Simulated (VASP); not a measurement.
# Cd (P6_3/mmc) in VASP: further runs

The runs below take Cd through single point, relaxation of cell and atoms, with PBEsol.

All numbers are computed with VASP 6.6.1; they aren't measurements. Logs are shortened: lines on timing, memory, paths and dates and some standing lists are left out, and cuts for length are marked.

## 1. The cell of the first run

It takes space group P6_3/mmc (No. 194, hexagonal). Conventional cell: a = 2.962 Å, b = 2.962 Å, c = 5.508 Å, α = 90.00°, β = 90.00°, γ = 120.00°. Within 3.9 Å of Cd (site symmetry -6m2) lie 12 Cd at 2.96 to 3.24 Å.

## 2. Single point, PBEsol

File INCAR:

```
PREC     = Accurate       # precision mode
ENCUT    = 520            # plane-wave cutoff, eV
EDIFF    = 1E-6           # SCF threshold, eV
ISMEAR   = -1             # smearing method
SIGMA    = 0.05           # smearing width, eV
LREAL    = F              # projectors in reciprocal space
LASPH    = T              # aspherical terms in the spheres
NELM     = 80             # most SCF steps
ALGO     = Normal         # electronic algorithm
ISIF     = 2              # what is computed and relaxed
LWAVE    = F              # write WAVECAR
LCHARG   = T              # write CHGCAR
GGA      = PS             # functional
LELF     = T              # ELF
LVHAR    = T            
NBANDS   = 19             # bands
```

File KPOINTS:

```
regular mesh
0
Gamma
  10 10 5
```

File POSCAR:

```
Cd
1.0
    2.9621004938      0.0000000000      0.0000000000
   -1.4810502469      2.5652542762      0.0000000000
    0.0000000000      0.0000000000      5.5082821542
Cd
2
Direct
    0.6666666667      0.3333333333      0.7500000000
    0.3333333333      0.6666666667      0.2500000000
```

Potentials or basis: VASP PAW PBE potentials, release 64 (Cd).

The run is started by

```console
> cat potpaw_PBE.64/Cd/POTCAR > POTCAR
> mpirun -np 1 vasp_std > vasp.out
```

OUTCAR:

```text
PREC = Accurate
   ENCUT = 520
   EDIFF = 1E-6
   ISMEAR = -1
   LREAL = F
   LASPH = T
   NELM = 80
   ISIF = 2
   GGA = PS

 ion  position               nearest neighbor table
   1  0.667  0.333  0.750-   2 3.24   2 3.24   2 3.24   2 3.24   2 3.24   2 3.24
   2  0.333  0.667  0.250-   1 3.24   1 3.24   1 3.24   1 3.24   1 3.24   1 3.24

  LATTYP: Found a hexagonal cell.
 ALAT       =     2.9621004938
 C/A-ratio  =     1.8595865217

  Lattice vectors:

 A1 = (   2.9621004938,   0.0000000000,   0.0000000000)
 A2 = (  -1.4810502469,   2.5652542762,   0.0000000000)
 A3 = (   0.0000000000,   0.0000000000,   5.5082821542)

Analysis of symmetry for initial positions (statically):
=====================================================================
 Subroutine PRICEL returns:
 Original cell was already a primitive cell.

 Routine SETGRP: Setting up the symmetry group for a
 hexagonal supercell.

 Subroutine GETGRP returns: Found 24 space group operations
 (whereof 12 operations were pure point group operations)
 out of a pool of 24 trial point group operations.

The static configuration has the point symmetry D_3d.
 The point group associated with its full space group is D_6h.

Analysis of symmetry for dynamics (positions and initial velocities):
=====================================================================
 Subroutine PRICEL returns:
 Original cell was already a primitive cell.

 Routine SETGRP: Setting up the symmetry group for a
 hexagonal supercell.

 Subroutine GETGRP returns: Found 24 space group operations
 (whereof 12 operations were pure point group operations)
 out of a pool of 24 trial point group operations.

The dynamic configuration has the point symmetry D_3d.
 The point group associated with its full space group is D_6h.

 Subroutine INISYM returns: Found 24 space group operations
 (whereof 12 operations are pure point group operations),
 and found     1 'primitive' translations

----------------------------------------------------------------------------------------

                                     Primitive cell

  volume of cell :      41.8549

  direct lattice vectors                    reciprocal lattice vectors
     2.962100494  0.000000000  0.000000000     0.337598269  0.194912452  0.000000000
    -1.481050247  2.565254276  0.000000000     0.000000000  0.389824903  0.000000000
     0.000000000  0.000000000  5.508282154     0.000000000  0.000000000  0.181544803

  length of vectors
     2.962100494  2.962100494  5.508282154     0.389824903  0.389824903  0.181544803

  position of ions in fractional coordinates (direct lattice)
     0.666666667  0.333333333  0.750000000
     0.333333333  0.666666667  0.250000000

  ion indices of the primitive-cell ions
   primitive index   ion index
                 1           1
                 2           2

----------------------------------------------------------------------------------------

 KPOINTS: regular mesh

Automatic generation of k-mesh.
 Grid dimensions read from file:
 generate k-points for:   10   10    5

 Generating k-lattice:

  Cartesian coordinates                     Fractional coordinates (reciprocal lattice)
     0.033759827  0.019491245  0.000000000     0.100000000  0.000000000  0.000000000
     0.000000000  0.038982490  0.000000000     0.000000000  0.100000000  0.000000000
     0.000000000  0.000000000  0.036308961     0.000000000  0.000000000  0.200000000

  Length of vectors
     0.038982490  0.038982490  0.036308961

  Shift w.r.t. Gamma in fractional coordinates (k-lattice)
     0.000000000  0.000000000  0.000000000

 Subroutine IBZKPT returns following result:
 ===========================================

 Found     42 irreducible k-points:

 Following reciprocal coordinates:
            Coordinates               Weight
  0.000000  0.000000  0.000000      1.000000
  0.100000 -0.000000  0.000000      6.000000
  0.200000 -0.000000  0.000000      6.000000
  0.300000  0.000000  0.000000      6.000000
  0.400000 -0.000000  0.000000      6.000000
  0.500000  0.000000  0.000000      3.000000
[... 16 lines left out ...]
  0.300000  0.100000  0.200000     24.000000
  0.400000  0.100000  0.200000     24.000000
 [... further k-points ...]
   k-points           NKPTS =     42   k-points in BZ     NKDIM =     42   number of bands    NBANDS=     19
   number of dos      NEDOS =    301   number of ions     NIONS =      2
   total plane-waves  NPLWV =  24192
   dimension x,y,z NGX =    24 NGY =   24 NGZ =   42
   dimension x,y,z NGXF=    48 NGYF=   48 NGZF=   84
   ions per type =               2
   NGX,Y,Z   is equivalent  to a cutoff of  13.47, 13.47, 12.68 a.u.
   NGXF,Y,Z  is equivalent  to a cutoff of  26.94, 26.94, 25.35 a.u.
 SYSTEM =  unknown system
   PREC   = accura    normal or accurate (medium, high low for compatibility)
   ISTART =      0    job   : 0-new  1-cont  2-samecut
   ICHARG =      2    charge: 1-file 2-atom 10-const
   ISPIN  =      1    spin polarized calculation?
   LNONCOLLINEAR =      F non collinear calculations
   LSORBIT =      F    spin-orbit coupling
   LASPH  =      T    aspherical Exc in radial PAW
   ENCUT  =  520.0 eV  38.22 Ry    6.18 a.u.   5.51  5.51 10.24*2*pi/ulx,y,z
   NELM   =     80;   NELMIN=  2; NELMDL= -5     # of ELM steps
   EDIFF  = 0.1E-05   stopping-criterion for ELM
   LREAL  =      F    real-space projection
   EDIFFG = 0.1E-04   stopping-criterion for IOM
   NSW    =      0    number of steps for IOM
   IBRION =     -1    ionic relax: 0-MD 1-quasi-New 2-CG
   NFREE  =      0    steps in history (QN), initial steepest desc. (CG)
   ISIF   =      2    stress and relaxation
   ISYM   =      2    0-nonsym 1-usesym 2-fastsym
   POTIM  = 0.5000    time-step for ionic-motion
   TEBEG  =    0.0;   TEEND  =   0.0 temperature during run
   PSTRESS=    0.0 pullay stress
   NELECT =      24.0000    total number of electrons
   NUPDOWN=      -1.0000    fix difference up-down
   EMIN   =  10.00;   EMAX   =-10.00  energy-range for DOS
   EFERMI =   0.00;   METHOD = LEGACY
   ISMEAR =    -1;   SIGMA  =   0.05  broadening in eV -4-tet -1-fermi 0-gaus
   EFERMI_NEDOS =   21; number of points for ismear=-14 and -15
   IALGO  =     38    algorithm
   IMIX   =      4    mixing-type and parameters
     AMIX     =   0.40;   BMIX     =  1.00
     AMIX_MAG =   1.60;   BMIX_MAG =  1.00
  volume/ion in A,a.u.               =      20.93       141.23
  Fermi-wavevector in a.u.,A,eV,Ry     =   1.360076  2.570171 25.168141  1.849806
  Thomas-Fermi vector in A             =   2.486769
   LORBIT       =      0    0 simple, 1 ext, 2 COOP (PROOUT), +10 PAW based schemes
   GGA     = PS    functional components
   LHFCALC =     F    Hartree Fock is set to
   AEXX    =    0.0000 exact exchange contribution
   IVDW    =     0    specifies the selected vdW correction
   LEPSILON=     F    determine dielectric tensor
   LRPA    =     F    only Hartree local field effects (RPA)
 non-spin polarized calculation
  energy-cutoff  :      520.00
  volume of cell :       41.85
 maximum number of plane-waves:      1149
 NGX is ok and might be reduce to    24
   NGX = 11   NGY = 11   NGZ = 21

 number of electron      24.0000006 magnetization

 Free energy of the ion-electron system (eV)
  ---------------------------------------------------
  ext. energy  EPLUGINS =         0.00000000
  ---------------------------------------------------
  free energy    TOTEN  =        -2.41511829 eV

  energy without entropy =       -2.41268387  energy(sigma->0) =       -2.41390108

 E-fermi :   2.9182     XC(G=0): -11.3792

 val. band max:        2.8766707528   @ k =   0.3000   0.0000   0.0000
 cond. band min:       3.0305387848   @ k =   0.4000  -0.0000   0.0000
 fundamental gap:      0.1538680320
 Fermi energy:         2.9182299351

 k-point     1 :       0.0000    0.0000    0.0000
  band No.  band energies     occupation
      1      -6.9394      2.00000
      2      -6.6345      2.00000
      3      -6.2470      2.00000
      4      -6.2470      2.00000
      5      -6.1872      2.00000
      6      -6.1872      2.00000
[... 11 lines left out ...]
     18      18.5469      0.00000
     19      18.8251      0.00000

 k-point     2 :       0.1000   -0.0000    0.0000
  band No.  band energies     occupation
      1      -6.8368      2.00000
      2      -6.5342      2.00000
      3      -6.2866      2.00000
      4      -6.2226      2.00000
      5      -6.1515      2.00000
      6      -6.0956      2.00000
[... 11 lines left out ...]
     18      18.4108      0.00000
     19      19.3190      0.00000

 k-point     3 :       0.2000   -0.0000    0.0000
  band No.  band energies     occupation
      1      -6.7315      2.00000
      2      -6.4547      2.00000
      3      -6.3565      2.00000
      4      -6.1259      2.00000
      5      -6.0586      2.00000
      6      -5.8933      2.00000
[... 11 lines left out ...]
     18      16.3342      0.00000
     19      16.6337      0.00000

 k-point     4 :       0.3000    0.0000    0.0000
  band No.  band energies     occupation
      1      -6.8673      2.00000
      2      -6.6361      2.00000
      3      -6.3916      2.00000
      4      -6.1323      2.00000
      5      -5.9840      2.00000
      6      -5.9206      2.00000
[... 11 lines left out ...]
     18      16.1711      0.00000
     19      17.2161      0.00000

 k-point     5 :       0.4000   -0.0000    0.0000
  band No.  band energies     occupation
      1      -7.0160      2.00000
      2      -6.7917      2.00000
      3      -6.6293      2.00000
      4      -6.1213      2.00000
      5      -5.9902      2.00000
      6      -5.9637      2.00000
[... 11 lines left out ...]
     18      15.9303      0.00000
     19      16.5280      0.00000

 k-point     6 :       0.5000    0.0000    0.0000
  band No.  band energies     occupation
      1      -7.0744      2.00000
      2      -6.8506      2.00000
      3      -6.7130      2.00000
      4      -6.1718      2.00000
      5      -6.0159      2.00000
      6      -5.9015      2.00000
[... 11 lines left out ...]
     18      15.8527      0.00000
     19      16.0993      0.00000

 k-point     7 :       0.1000    0.1000    0.0000
  band No.  band energies     occupation
      1      -6.6810      2.00000
      2      -6.4686      2.00000
      3      -6.2901      2.00000
      4      -6.2723      2.00000
      5      -6.0088      2.00000
      6      -5.9452      2.00000
[... 11 lines left out ...]
     18      17.7734      0.00000
     19      17.8034      0.00000

 k-point     8 :       0.2000    0.1000    0.0000
  band No.  band energies     occupation
      1      -6.6802      2.00000
      2      -6.4572      2.00000
      3      -6.3069      2.00000
      4      -6.2407      2.00000
      5      -6.0707      2.00000
      6      -6.0242      2.00000
[... 256 lines left out ...]
 k-point    20 :       0.5000    0.0000    0.2000
  band No.  band energies     occupation
      1      -7.0466      2.00000
      2      -6.8970      2.00000
      3      -6.7033      2.00000
      4      -6.3377      2.00000
      5      -5.9649      2.00000
      6      -5.7794      2.00000
[... 11 lines left out ...]
     18      15.2299      0.00000
     19      15.8988      0.00000

 k-point    21 :       0.1000    0.1000    0.2000
  band No.  band energies     occupation
      1      -6.6531      2.00000
      2      -6.4603      2.00000
      3      -6.3314      2.00000
      4      -6.2931      2.00000
      5      -6.0618      2.00000
      6      -5.9639      2.00000
[... 11 lines left out ...]
     18      16.1421      0.00000
     19      18.8889      0.00000

 k-point    22 :       0.2000    0.1000    0.2000
  band No.  band energies     occupation
      1      -6.6581      2.00000
      2      -6.4771      2.00000
      3      -6.3592      2.00000
      4      -6.2431      2.00000
      5      -6.1364      2.00000
      6      -5.9641      2.00000
[... 11 lines left out ...]
     18      14.7566      0.00000
     19      16.8593      0.00000

 k-point    23 :       0.3000    0.1000    0.2000
  band No.  band energies     occupation
      1      -6.8205      2.00000
      2      -6.6657      2.00000
      3      -6.5138      2.00000
      4      -6.2710      2.00000
      5      -6.0117      2.00000
      6      -5.8872      2.00000
[... 11 lines left out ...]
     18      13.7265      0.00000
     19      15.9722      0.00000

 k-point    24 :       0.4000    0.1000    0.2000
  band No.  band energies     occupation
      1      -6.9257      2.00000
      2      -6.7893      2.00000
      3      -6.6329      2.00000
      4      -6.3181      2.00000
      5      -6.0319      2.00000
      6      -5.7782      2.00000
[... 11 lines left out ...]
     18      13.1554      0.00000
     19      16.5674      0.00000

 [... further k-points ...]
[... 5 lines left out ...]
  --------------------------------------------------------------------------------------
  -------------------------------------------------------------------------------------
  Total        0.1199058      0.1199058      0.0655032      0.0000000      0.0000000      0.0000000
  in kB        4.5899106      4.5899106      2.5074163      0.0000000      0.0000000      0.0000000
  external PRESSURE =       3.8957458 kB  Pullay stress =       0.0000000 kB

 VOLUME and BASIS-vectors are now :
 -----------------------------------------------------------------------------
  energy-cutoff  :      520.00
  volume of cell :       41.85
      direct lattice vectors                 reciprocal lattice vectors
     2.962100494  0.000000000  0.000000000     0.337598269  0.194912452  0.000000000
    -1.481050247  2.565254276  0.000000000     0.000000000  0.389824903  0.000000000
     0.000000000  0.000000000  5.508282154     0.000000000  0.000000000  0.181544803

 POSITION                                       TOTAL-FORCE (eV/Angst)
 -----------------------------------------------------------------------------------
      1.48105      0.85508      4.13121        -0.000000      0.000000      0.000000
     -0.00000      1.71017      1.37707         0.000000     -0.000000      0.000000
 -----------------------------------------------------------------------------------
    total drift:                               -0.000000      0.000000      0.000000

  FREE ENERGIE OF THE ION-ELECTRON SYSTEM (eV)
  ---------------------------------------------------
  free  energy   TOTEN  =        -2.4151182933 eV

  energy  without entropy=       -2.4126838684  energy(sigma->0) =       -2.41390108
```

Run time: 16 s. Hardware: 1 thread of AMD EPYC 9R14 (Zen 4), shared host; peak memory 0.14 GiB.

Results:

| Item | Value |
| --- | --- |
| Free energy | -2.4151 eV |
| Pressure | 0.4 GPa |
| Band gap on the k mesh | zero (band 12 reaches 4.02 eV, above the bottom of band 13 at 0.16 eV) |

Stress tensor (GPa, compression positive):
```
0.46 0.00 0.00
0.00 0.46 0.00
0.00 0.00 0.25
```

Caveat: the PAW data sets were made with another functional, which shifts forces and pressure a little.

(Part 1 of 3 ends here.)
